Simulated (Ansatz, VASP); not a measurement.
# Two plane-wave programs on Au

File INCAR:

```
SYSTEM = Au
PREC     = Accurate       ! precision mode
ENCUT    = 520            ! plane-wave cutoff, eV
EDIFF    = 1E-6           ! SCF threshold, eV
ISMEAR   = -1             ! smearing method
SIGMA    = 0.08           ! smearing width, eV
LREAL    = .False.        ! projectors in reciprocal space
LASPH    = .True.         ! aspherical terms in the spheres
NELM     = 100            ! most SCF steps
ALGO     = Normal         ! electronic algorithm
ISIF     = 2              ! what is computed and relaxed
LWAVE    = .False.        ! write WAVECAR
LCHARG   = .True.         ! write CHGCAR
GGA      = PE             ! functional
LELF     = .True.         ! ELF
LVHAR    = .True.       
NBANDS   = 12             ! bands
```

File KPOINTS:

```
Automatic mesh
0
Gamma
  15 15 14
  0 0 0
```

File POSCAR:

```
Au
1.0
    2.5016451171      0.0000000000      0.0000000000
   -1.2508225586      2.1664882226      0.0000000000
    0.0000000000      0.0000000000      2.4271870960
Au
1
Direct
    0.0000000000      0.0000000000      0.0000000000
```

Input for Ansatz:

```yaml
crystal:
  lattice:
    - [2.5016451171, 0.0, 0.0]
    - [-1.2508225586, 2.1664882226, 0.0]
    - [0.0, 0.0, 2.427187096]
  atoms:
    - { symbol: Au, position: [0.0, 0.0, 0.0] }
kpoints:
  mp_grid: { grid: [15, 15, 14] }
scf:
  occupations: { method: fermi_dirac, width: 0.08 }
hamiltonian:
  xc: pbe
  pseudopotentials: { kind: paw }
output:
  forces: true
  stress: true
  eigenvalues: true
  populations: true
```

Change from the starting cell: volume scaled by 0.68, PAW files.

Alike in both runs: task single point; functional PBE; k mesh 15 × 15 × 14; occupations fermi-dirac, width 0.08 eV; no spin polarisation.

```csv
,VASP,Ansatz
version,VASP 6.6.1,Ansatz 0.2.0
potentials or method,"VASP PAW PBE potentials, release 64 (Au)","PAW with Ansatz's default frozen-core files, scalar-relativistic"
plane-wave cutoff (eV),520,420
valence electrons in the cell,11,19
```

|  | VASP | Ansatz | Ansatz less VASP |
| --- | --- | --- | --- |
| pressure (GPa) | 140.3 | 140.7 | +0.44 |
| traceless stress, the component that is largest in VASP (GPa) | -0.08 | 0.02 | +0.101 |

Both programs put the cell under a high pressure, so it lies far from rest at this level. With one functional, cell and mesh, what is left measures potentials, basis and numerics. VASP's potentials hold 11 valence electrons a cell and Ansatz's 19, so a difference there can come from the potentials and not from the codes.

Neither program's run includes spin-orbit coupling. Noted on VASP's run: the cell as given lies far from equilibrium.
